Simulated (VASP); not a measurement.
A run of VASP 6.6.1 is set up as follows.

File INCAR:

```
PREC = Accurate ; ENCUT = 520
EDIFF = 1E-6 ; ISMEAR = -1
SIGMA = 0.05 ; LREAL = False
LASPH = True ; NELM = 80
ALGO = Normal ; ISIF = 2
LWAVE = False ; LCHARG = False
GGA = CA ; NBANDS = 12
```

KPOINTS

```
regular mesh
0
Gamma
  12 12 14
```

File POSCAR:

```
In
1.0
   -1.6056495000      1.6303890000      2.4739500000
    1.6303890000     -1.6056495000      2.4739500000
    1.6219110000      1.6219110000     -2.4576885000
In
1
Direct
    0.0000000000      0.0000000000      0.0000000000
```

Potentials or basis: VASP PAW LDA potentials, release 64 (In_d).

The run is started by

```sh
$ cat potpaw_LDA.64/In_d/POTCAR > POTCAR
$ mpirun -np 1 vasp_std > vasp.out
```

Predict the pressure.

-2.5 GPa.

Predict the band gap on the k mesh.

zero (an odd number of electrons rules out a gap without spin polarisation).

Stress tensor (GPa, compression positive):
```
-2.63 -0.28  0.25
-0.28 -2.63  0.25
 0.25  0.25 -2.36
```

Caveat: the cell differs from its parent crystal (equal xy, yz and zx shear strains of +1 %); spin-orbit coupling is left out, which moves the levels of the heavy elements.
